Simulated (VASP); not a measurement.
Here is a VASP 6.6.1 calculation.

INCAR

```
PREC     = Accurate       # precision mode
ENCUT    = 600            # plane-wave cutoff, eV
EDIFF    = 1E-6           # SCF threshold, eV
ISMEAR   = 0              # smearing method
SIGMA    = 0.1            # smearing width, eV
LREAL    = F              # projectors in reciprocal space
LASPH    = T              # aspherical terms in the spheres
NELM     = 200            # most SCF steps
ALGO     = Normal         # electronic algorithm
ISIF     = 2              # what is computed and relaxed
LWAVE    = F              # write WAVECAR
LCHARG   = F              # write CHGCAR
ISPIN    = 2              # spin polarisation
MAGMOM   = 2.74 0.38      # initial moments
LORBIT   = 11             # projections on sites
LMAXMIX  = 4              # l up to which the mixer works
GGA      = PS             # functional
NBANDS   = 22             # bands
GGA_COMPAT= F
```

The input KPOINTS:

```
regular mesh
0
Gamma
  4 4 4
```

The input POSCAR:

```
CoO
1.0
   -1.5080001529      1.5080001529      2.1072499549
    1.5080001529     -1.5080001529      2.1072499549
    1.5080001529      1.5080001529     -2.1072499549
Co O
1 1
Direct
    0.0000000000      0.0000000000      0.0000000000
    0.5000000000      0.5000000000      0.0000000000
```

Potentials or basis: VASP PAW PBE potentials, release 64 (Co_sv, O).

The run is started by

```sh
$ cat potpaw_PBE.64/Co_sv/POTCAR potpaw_PBE.64/O/POTCAR > POTCAR
$ mpirun -np 1 vasp_std > vasp.out
```

What does it give for the pressure?

-17.6 GPa.

What does it give for the site moments?

Co +2.15; O +0.17 μB.

Predict the net moment.

2.40 μB per cell.

Caveat: the k points lie up to 0.74 Å⁻¹ apart; the PAW data sets were made with another functional, which shifts forces and pressure a little; a cell with one magnetic atom can't hold antiferromagnetic order, which such compounds often take.
